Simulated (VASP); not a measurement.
# GaN (P6_3mc) in VASP: settings compared

Aim: see how the results for GaN move with the level of theory and the settings. Levels: LDA, r2SCAN, PBE. Tasks: single point, relaxation of the atoms.

Program: VASP 6.6.1. These are calculated values, not measurements. Logs are shortened: lines on timing, memory, paths and dates and some standing lists are left out, and cuts for length are marked.

### Step 1. The cell of the first run

Symmetry: P6_3mc, No. 186, hexagonal system. Conventional cell: a = 3.170 Å, b = 3.170 Å, c = 5.185 Å, α = 90.00°, β = 90.00°, γ = 120.00°. Within 2.6 Å of Ga (site symmetry 3m) lie 4 N at 1.94 to 1.95 Å. Within 2.6 Å of N (site symmetry 3m) lie 4 Ga at 1.94 to 1.95 Å.

### Step 2. Single point, LDA

INCAR

```
PREC     = Accurate       # precision mode
ENCUT    = 520            # plane-wave cutoff, eV
EDIFF    = 1E-6           # SCF threshold, eV
ISMEAR   = 0              # smearing method
SIGMA    = 0.03           # smearing width, eV
LREAL    = F              # projectors in reciprocal space
LASPH    = T              # aspherical terms in the spheres
NELM     = 80             # most SCF steps
ALGO     = Normal         # electronic algorithm
ISIF     = 2              # what is computed and relaxed
LWAVE    = F              # write WAVECAR
LCHARG   = F              # write CHGCAR
GGA      = CA             # functional
NBANDS   = 26             # bands
```

KPOINTS

```
Automatic mesh
0
Gamma
  8 8 5
```

POSCAR

```
GaN
1.0
    3.1698659985      0.0000000000      0.0000000000
   -1.5849329993      2.7451844813      0.0000000000
    0.0000000000      0.0000000000      5.1850000000
Ga N
2 2
Direct
    0.3333333333      0.6666666667      0.0005213892
    0.6666666667      0.3333333333      0.5005213892
    0.3333333333      0.6666666667      0.3764786108
    0.6666666667      0.3333333333      0.8764786108
```

Potentials or basis: VASP PAW LDA potentials, release 64 (Ga_d, N).

Run with:

```sh
$ cat potpaw_LDA.64/Ga_d/POTCAR potpaw_LDA.64/N/POTCAR > POTCAR
$ mpirun -np 1 vasp_std > vasp.out
```

OUTCAR:

```text
PREC = Accurate
   ENCUT = 520
   EDIFF = 1E-6
   ISMEAR = 0
   LREAL = F
   LASPH = T
   NELM = 80
   ISIF = 2
   GGA = CA

 ion  position               nearest neighbor table
   1  0.333  0.667  0.001-   4 1.94   4 1.94   4 1.94   3 1.95
   2  0.667  0.333  0.501-   3 1.94   3 1.94   3 1.94   4 1.95
   3  0.333  0.667  0.376-   2 1.94   2 1.94   2 1.94   1 1.95
   4  0.667  0.333  0.876-   1 1.94   1 1.94   1 1.94   2 1.95

  LATTYP: Found a hexagonal cell.
 ALAT       =     3.1698659985
 C/A-ratio  =     1.6357158323

  Lattice vectors:

 A1 = (   3.1698659985,   0.0000000000,   0.0000000000)
 A2 = (  -1.5849329993,   2.7451844813,   0.0000000000)
 A3 = (   0.0000000000,   0.0000000000,   5.1850000000)

Analysis of symmetry for initial positions (statically):
=====================================================================
 Subroutine PRICEL returns:
 Original cell was already a primitive cell.

 Routine SETGRP: Setting up the symmetry group for a
 hexagonal supercell.

 Subroutine GETGRP returns: Found 12 space group operations
 (whereof  6 operations were pure point group operations)
 out of a pool of 24 trial point group operations.

The static configuration has the point symmetry C_3v.
 The point group associated with its full space group is C_6v.

Analysis of symmetry for dynamics (positions and initial velocities):
=====================================================================
 Subroutine PRICEL returns:
 Original cell was already a primitive cell.

 Routine SETGRP: Setting up the symmetry group for a
 hexagonal supercell.

 Subroutine GETGRP returns: Found 12 space group operations
 (whereof  6 operations were pure point group operations)
 out of a pool of 24 trial point group operations.

The dynamic configuration has the point symmetry C_3v.
 The point group associated with its full space group is C_6v.

 Subroutine INISYM returns: Found 12 space group operations
 (whereof  6 operations are pure point group operations),
 and found     1 'primitive' translations

----------------------------------------------------------------------------------------

                                     Primitive cell

  volume of cell :      45.1192

  direct lattice vectors                    reciprocal lattice vectors
     3.169865999  0.000000000  0.000000000     0.315470749  0.182137122  0.000000000
    -1.584932999  2.745184481  0.000000000     0.000000000  0.364274243  0.000000000
     0.000000000  0.000000000  5.185000000     0.000000000  0.000000000  0.192864031

[... 88 lines left out ...]
   LREAL  =      F    real-space projection
   EDIFFG = 0.1E-04   stopping-criterion for IOM
   NSW    =      0    number of steps for IOM
   IBRION =     -1    ionic relax: 0-MD 1-quasi-New 2-CG
   NFREE  =      0    steps in history (QN), initial steepest desc. (CG)
   ISIF   =      2    stress and relaxation
   ISYM   =      2    0-nonsym 1-usesym 2-fastsym
   POTIM  = 0.5000    time-step for ionic-motion
   TEBEG  =    0.0;   TEEND  =   0.0 temperature during run
   PSTRESS=    0.0 pullay stress
   NELECT =      36.0000    total number of electrons
   NUPDOWN=      -1.0000    fix difference up-down
   EMIN   =  10.00;   EMAX   =-10.00  energy-range for DOS
   EFERMI =   0.00;   METHOD = LEGACY
   ISMEAR =     0;   SIGMA  =   0.03  broadening in eV -4-tet -1-fermi 0-gaus
   EFERMI_NEDOS =   21; number of points for ismear=-14 and -15
   IALGO  =     38    algorithm
   IMIX   =      4    mixing-type and parameters
     AMIX     =   0.40;   BMIX     =  1.00
     AMIX_MAG =   1.60;   BMIX_MAG =  1.00
  volume/ion in A,a.u.               =      11.28        76.12
  Fermi-wavevector in a.u.,A,eV,Ry     =   1.518408  2.869376 31.369104  2.305564
  Thomas-Fermi vector in A             =   2.627533
   LORBIT       =      0    0 simple, 1 ext, 2 COOP (PROOUT), +10 PAW based schemes
   GGA     = CA    functional components
   LHFCALC =     F    Hartree Fock is set to
   AEXX    =    0.0000 exact exchange contribution
   IVDW    =     0    specifies the selected vdW correction
   LEPSILON=     F    determine dielectric tensor
   LRPA    =     F    only Hartree local field effects (RPA)
 non-spin polarized calculation
 Gauss-broadening in eV      SIGMA  =   0.03
  energy-cutoff  :      520.00
  volume of cell :       45.12
 maximum number of plane-waves:      1244
 NGX is ok and might be reduce to    24
   NGX = 11   NGY = 11   NGZ = 19

 number of electron      36.0000005 magnetization

 Free energy of the ion-electron system (eV)
  ---------------------------------------------------
  ext. energy  EPLUGINS =         0.00000000
  ---------------------------------------------------
  free energy    TOTEN  =       -27.90418865 eV

  energy without entropy =      -27.90418865  energy(sigma->0) =      -27.90418865

 E-fermi :   5.3830     XC(G=0): -12.1888

 val. band max:        5.2164010100   @ k =   0.0000   0.0000   0.0000
 cond. band min:       7.2114079654   @ k =   0.0000   0.0000   0.0000
 fundamental gap:      1.9950069554
 Fermi energy:         5.3829984759

 k-point     1 :       0.0000    0.0000    0.0000
  band No.  band energies     occupation
      1     -10.7506      2.00000
      2      -9.8429      2.00000
      3      -8.3572      2.00000
      4      -8.3399      2.00000
      5      -8.3399      2.00000
      6      -8.2775      2.00000
[... 685 lines left out ...]
     25      16.7631      0.00000
     26      17.7077      0.00000

 [... further k-points ...]

------------------------ aborting loop because EDIFF is reached ----------------------------------------

  FORCE on cell =-STRESS in cart. coord.  units (eV):
  Direction    XX          YY          ZZ          XY          YZ          ZX
  --------------------------------------------------------------------------------------
  -------------------------------------------------------------------------------------
  Total       -0.7304961     -0.7304961     -1.0270352      0.0000000      0.0000000     -0.0000000
  in kB      -25.9398394    -25.9398394    -36.4699126      0.0000000      0.0000000     -0.0000000
  external PRESSURE =     -29.4498638 kB  Pullay stress =       0.0000000 kB

 VOLUME and BASIS-vectors are now :
 -----------------------------------------------------------------------------
  energy-cutoff  :      520.00
  volume of cell :       45.12
      direct lattice vectors                 reciprocal lattice vectors
     3.169865999  0.000000000  0.000000000     0.315470749  0.182137122  0.000000000
    -1.584932999  2.745184481  0.000000000     0.000000000  0.364274243  0.000000000
     0.000000000  0.000000000  5.185000000     0.000000000  0.000000000  0.192864031

 POSITION                                       TOTAL-FORCE (eV/Angst)
 -----------------------------------------------------------------------------------
     -0.00000      1.83012      0.00270        -0.000000      0.000000      0.002169
      1.58493      0.91506      2.59520         0.000000     -0.000000      0.002169
     -0.00000      1.83012      1.95204         0.000000     -0.000000     -0.002169
      1.58493      0.91506      4.54454        -0.000000      0.000000     -0.002169
 -----------------------------------------------------------------------------------
    total drift:                               -0.000001     -0.000001      0.001136

  FREE ENERGIE OF THE ION-ELECTRON SYSTEM (eV)
  ---------------------------------------------------
  free  energy   TOTEN  =       -27.9041886541 eV

  energy  without entropy=      -27.9041886541  energy(sigma->0) =      -27.90418865
```

OSZICAR:

```text
N       E                     dE             d eps       ncg     rms          rms(c)
DAV:   1     0.277473106025E+03    0.27747E+03   -0.17638E+04  1692   0.260E+03
DAV:   2     0.524287226083E+01   -0.27223E+03   -0.25660E+03  1664   0.492E+02
DAV:   3    -0.308319955852E+02   -0.36075E+02   -0.35558E+02  1896   0.143E+02
DAV:   4    -0.319694150208E+02   -0.11374E+01   -0.11324E+01  1792   0.270E+01
DAV:   5    -0.319923990724E+02   -0.22984E-01   -0.22927E-01  1968   0.384E+00    0.107E+01
DAV:   6    -0.279417826750E+02    0.40506E+01   -0.10211E+01  2560   0.501E+01    0.317E+00
DAV:   7    -0.279644462716E+02   -0.22664E-01   -0.12058E+00  1674   0.831E+00    0.256E+00
DAV:   8    -0.279284416540E+02    0.36005E-01   -0.26242E-01  2522   0.506E+00    0.139E+00
DAV:   9    -0.279037057635E+02    0.24736E-01   -0.64600E-02  2492   0.386E+00    0.411E-01
DAV:  10    -0.279044294428E+02   -0.72368E-03   -0.66115E-03  1642   0.582E-01    0.210E-01
DAV:  11    -0.279041982285E+02    0.23121E-03   -0.12390E-03  2316   0.665E-01    0.856E-02
DAV:  12    -0.279042157277E+02   -0.17499E-04   -0.15521E-04  1632   0.779E-02    0.106E-01
DAV:  13    -0.279042135399E+02    0.21877E-05   -0.18916E-06  1674   0.112E-02    0.106E-01
DAV:  14    -0.279042011539E+02    0.12386E-04   -0.57298E-06  1712   0.244E-02    0.769E-02
DAV:  15    -0.279041971773E+02    0.39766E-05   -0.23575E-06  1328   0.107E-02    0.617E-02
DAV:  16    -0.279041907445E+02    0.64327E-05   -0.59016E-06  1582   0.222E-02    0.341E-02
DAV:  17    -0.279041888622E+02    0.18823E-05   -0.47175E-06  2020   0.175E-02    0.119E-02
DAV:  18    -0.279041886541E+02    0.20810E-06   -0.46810E-07   872   0.584E-03
   1 F= -.27904189E+02 E0= -.27904189E+02  d E =-.427904E-17
```

Run time: 17 s. Hardware: 1 thread of Intel Xeon Platinum 8559C (Emerald Rapids), shared host; peak memory 0.15 GiB.

What came out:

```
Free energy            : -27.9042 eV
Pressure               : -2.9 GPa
Band gap on the k mesh : 2.00 eV
```

Forces in eV/Å, atoms in the order of the input:
```
Ga   0.000  0.000  0.002
Ga   0.000  0.000  0.002
N    0.000  0.000 -0.002
N    0.000  0.000 -0.002
```

### Step 3. Single point, r2SCAN

POSCAR

```
GaN
1.0
    3.1698659985      0.0000000000      0.0000000000
   -1.5849329993      2.7451844813      0.0000000000
    0.0000000000      0.0000000000      5.1850000000
Ga N
2 2
Direct
    0.3333333333      0.6666666667      0.0004891234
    0.6666666667      0.3333333333      0.5004891234
    0.3333333333      0.6666666667      0.3765108766
    0.6666666667      0.3333333333      0.8765108766
```

INCAR.step1

```
PREC = Accurate
ENCUT = 520
ISMEAR = 0
SIGMA = 0.05
LREAL = False
LASPH = True
NELM = 80
NBANDS = 26
GGA = PE
ALGO = Normal
EDIFF = 1E-4
LWAVE = True
LCHARG = False
```

INCAR.step2

```
PREC = Accurate
ENCUT = 520
EDIFF = 1E-7
ISMEAR = 0
SIGMA = 0.05
LREAL = False
LASPH = True
NELM = 80
ALGO = Normal
ISIF = 2
LWAVE = False
LCHARG = False
METAGGA = R2SCAN
LMIXTAU = True
NBANDS = 26
ISTART = 1
```

KPOINTS

```
regular mesh
0
Gamma
  8 8 5
```

Potentials or basis: VASP PAW PBE potentials, release 64 (Ga_d, N).

Run with:

```sh
$ cat potpaw_PBE.64/Ga_d/POTCAR potpaw_PBE.64/N/POTCAR > POTCAR
$ cp INCAR.step1 INCAR
$ mpirun -np 1 vasp_std > vasp.out
$ cp INCAR.step2 INCAR
$ mpirun -np 1 vasp_std > vasp.out
```

OUTCAR:

```text
PREC = Accurate
   ENCUT = 520
   EDIFF = 1E-7
   ISMEAR = 0
   LREAL = False
   LASPH = True
   NELM = 80
   ISIF = 2
   METAGGA = R2SCAN
   ISTART = 1

 ion  position               nearest neighbor table
   1  0.333  0.667  0.000-   4 1.94   4 1.94   4 1.94   3 1.95
   2  0.667  0.333  0.500-   3 1.94   3 1.94   3 1.94   4 1.95
   3  0.333  0.667  0.377-   2 1.94   2 1.94   2 1.94   1 1.95
   4  0.667  0.333  0.877-   1 1.94   1 1.94   1 1.94   2 1.95

  LATTYP: Found a hexagonal cell.
[... 897 lines left out ...]
  FORCE on cell =-STRESS in cart. coord.  units (eV):
  Direction    XX          YY          ZZ          XY          YZ          ZX
  --------------------------------------------------------------------------------------
  -------------------------------------------------------------------------------------
  Total        0.9125832      0.9125832      0.4913225     -0.0000000      0.0000000      0.0000000
  in kB       32.4057319     32.4057319     17.4468092     -0.0000000      0.0000000      0.0000000
  external PRESSURE =      27.4194243 kB  Pullay stress =       0.0000000 kB

 VOLUME and BASIS-vectors are now :
 -----------------------------------------------------------------------------
  energy-cutoff  :      520.00
  volume of cell :       45.12
      direct lattice vectors                 reciprocal lattice vectors
     3.169865999  0.000000000  0.000000000     0.315470749  0.182137122  0.000000000
    -1.584932999  2.745184481  0.000000000     0.000000000  0.364274243  0.000000000
     0.000000000  0.000000000  5.185000000     0.000000000  0.000000000  0.192864031

 POSITION                                       TOTAL-FORCE (eV/Angst)
 -----------------------------------------------------------------------------------
     -0.00000      1.83012      0.00254         0.000000      0.000000      0.012234
      1.58493      0.91506      2.59504        -0.000000      0.000000      0.012234
     -0.00000      1.83012      1.95221        -0.000000      0.000000     -0.012234
      1.58493      0.91506      4.54471        -0.000000     -0.000000     -0.012234
 -----------------------------------------------------------------------------------
    total drift:                                0.000002      0.000003      0.060776

  FREE ENERGIE OF THE ION-ELECTRON SYSTEM (eV)
  ---------------------------------------------------
  free  energy   TOTEN  =       -43.8155216063 eV

  energy  without entropy=      -43.8155216063  energy(sigma->0) =      -43.81552161
```

OUTCAR.step1:

```text
PREC = Accurate
   ENCUT = 520
   ISMEAR = 0
   LREAL = False
   LASPH = True
[... 927 lines left out ...]
     -0.00000      1.83012      0.00254         0.000000      0.000000      0.008307
      1.58493      0.91506      2.59504        -0.000000      0.000000      0.008307
     -0.00000      1.83012      1.95221        -0.000000      0.000000     -0.008307
      1.58493      0.91506      4.54471        -0.000000     -0.000000     -0.008307
 -----------------------------------------------------------------------------------
    total drift:                               -0.000001     -0.000001      0.000742

  FREE ENERGIE OF THE ION-ELECTRON SYSTEM (eV)
  ---------------------------------------------------
  free  energy   TOTEN  =       -24.2800407939 eV

  energy  without entropy=      -24.2800407939  energy(sigma->0) =      -24.28004079
```

OSZICAR.step1:

```text
N       E                     dE             d eps       ncg     rms          rms(c)
DAV:   1     0.280742555241E+03    0.28074E+03   -0.17613E+04  1700   0.261E+03
DAV:   2     0.933968682574E+01   -0.27140E+03   -0.25583E+03  1664   0.495E+02
DAV:   3    -0.270811999815E+02   -0.36421E+02   -0.35908E+02  1880   0.145E+02
DAV:   4    -0.283117476515E+02   -0.12305E+01   -0.12249E+01  1830   0.285E+01
DAV:   5    -0.283381634660E+02   -0.26416E-01   -0.26362E-01  1924   0.415E+00    0.110E+01
DAV:   6    -0.241989562928E+02    0.41392E+01   -0.10077E+01  2592   0.495E+01    0.307E+00
DAV:   7    -0.242980267987E+02   -0.99071E-01   -0.14360E+00  1652   0.901E+00    0.272E+00
DAV:   8    -0.242938453955E+02    0.41814E-02   -0.14425E-01  2584   0.518E+00    0.793E-01
DAV:   9    -0.242795172021E+02    0.14328E-01   -0.47772E-02  2600   0.374E+00    0.330E-01
DAV:  10    -0.242800792865E+02   -0.56208E-03   -0.40088E-03  1630   0.407E-01    0.595E-02
DAV:  11    -0.242800407939E+02    0.38493E-04   -0.35103E-04  1862   0.349E-01
   1 F= -.24280041E+02 E0= -.24280041E+02  d E =-.275501E-11
```

Wall time 82 s (1 thread of Intel Xeon Platinum 8559C (Emerald Rapids), shared host); peak memory 0.18 GiB.

What came out:

| Quantity | Value |
| --- | --- |
| Free energy | -43.8155 eV |
| Pressure | 2.7 GPa |
| Largest force | 0.012 eV/Å |
| Band gap on the k mesh | 2.38 eV |

Forces in eV/Å, atoms in the order of the input:
```
Ga   0.000  0.000  0.012
Ga   0.000  0.000  0.012
N    0.000  0.000 -0.012
N    0.000  0.000 -0.012
```

Stress tensor (GPa, compression positive):
```
3.24 0.00 0.00
0.00 3.24 0.00
0.00 0.00 1.74
```

Caveat: the PAW data sets were made with another functional, which shifts forces and pressure a little.

(Part 1 of 2 ends here.)
